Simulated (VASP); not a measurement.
# Al: single point with PBE

The system is Al.

```
Al
1.0
     0.00000    2.02481    2.02481
     2.02481    0.00000    2.02481
     2.02481    2.02481    0.00000
Al
1
Direct
  0.00000 0.00000 0.00000
```

```json
{
 "Program": "VASP 6.6.1",
 "Task": "single point",
 "Functional": "PBE",
 "Potentials or basis": "VASP PAW PBE potentials, release 64 (Al)",
 "Cutoff": "520 eV",
 "k mesh": "18 × 18 × 18",
 "Occupations": "gaussian, width 0.1 eV",
 "Spin": "no spin polarisation"
}
```

- Pressure: -0.5 GPa

Levels at points of the mesh, in eV from the Fermi level:
```
           k point  band 1  band 2  band 3  band 4  band 5
(0.00, 0.00, 0.00)  -11.08   12.59   12.59   12.59   14.04
(0.50, 0.00, 0.00)   -4.56   -4.36   11.35   11.35   11.44
(0.50, 0.50, 0.00)   -2.90   -1.59    5.27    5.57    5.57
```

It took 12 s on 1 thread of AMD EPYC 9R45 (Zen 5), with other jobs on the host, peak memory 0.11 GiB.
